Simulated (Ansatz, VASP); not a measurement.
**AgCl: VASP beside Ansatz**

```
Ag Cl
1.0
     0.00000    2.77318    2.77318
     2.66226    0.00000    2.77318
     2.66226    2.77318    0.00000
Ag Cl
1 1
Direct
  0.00000 0.00000 0.00000
  0.50000 0.50000 0.50000
```

Change from the starting cell: uniaxial_x strain -4.0%.

Alike in both runs: task single point; functional PBE; k mesh 8 × 8 × 8; occupations fermi-dirac, width 0.02 eV; no spin polarisation.

|  | VASP | Ansatz |
| --- | --- | --- |
| version | VASP 6.6.1 | Ansatz 0.2.0 |
| potentials or method | VASP PAW PBE potentials, release 64 (Ag, Cl) | plane waves, PAW |
| plane-wave cutoff (eV) | 520 | 420 |
| valence electrons in the cell | 18 | 26 |

```tsv
	VASP	Ansatz	Ansatz less VASP
gap on the k mesh at the Fermi level (eV)	0.79	0.79	+0.003
pressure (GPa)	3.9	4.1	+0.15
traceless stress, the component that is largest in VASP (GPa)	1.06	1.08	+0.026
```

VASP's potentials hold 18 valence electrons a cell and Ansatz's 26, so a difference there can come from the potentials and not from the codes.
